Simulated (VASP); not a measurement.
Here is a VASP 6.6.1 calculation.

INCAR

```
PREC = Accurate
ENCUT = 520
EDIFF = 1E-6
ISMEAR = 0
SIGMA = 0.1
LREAL = False
LASPH = True
NELM = 60
ALGO = Fast
ISIF = 2
LWAVE = False
LCHARG = True
GGA = PE
LELF = True
LVHAR = True
NBANDS = 46
```

The input KPOINTS:

```
regular mesh
0
Gamma
  6 6 2
```

POSCAR

```
IrRu2
1.0
    2.7016003800      0.0000000000      0.0000000000
   -1.3508001900      2.3396545600      0.0000000000
    0.0000000000      0.0000000000     12.9594568600
Ru Ir
4 2
Direct
    0.3333333300      0.6666666700      0.9166666700
    0.3333333300      0.6666666700      0.5833333300
    0.6666666700      0.3333333300      0.0833333300
    0.6666666700      0.3333333300      0.4166666700
    0.3333333300      0.6666666700      0.2500000000
    0.6666666700      0.3333333300      0.7500000000
```

Potentials or basis: VASP PAW PBE potentials, release 64 (Ru_pv, Ir).

Run with:

```bash
$ cat potpaw_PBE.64/Ru_pv/POTCAR potpaw_PBE.64/Ir/POTCAR > POTCAR
$ mpirun -np 1 vasp_std > vasp.out
```

Q: Predict the pressure.

A: 10.5 GPa.

Q: Predict the largest force.

A: 0.634 eV/Å.

Q: What does it give for the band gap on the k mesh?

A: Zero (bands 37 and 38 overlap by 2.87 eV).

Stress tensor (GPa, compression positive):
```
15.08  0.00  0.00
 0.00 15.08  0.00
 0.00  0.00  1.36
```

Caveat: the k points lie up to 0.45 Å⁻¹ apart, too coarse for converged energies and pressures of a metal; spin-orbit coupling is left out, which moves the levels of the heavy elements.
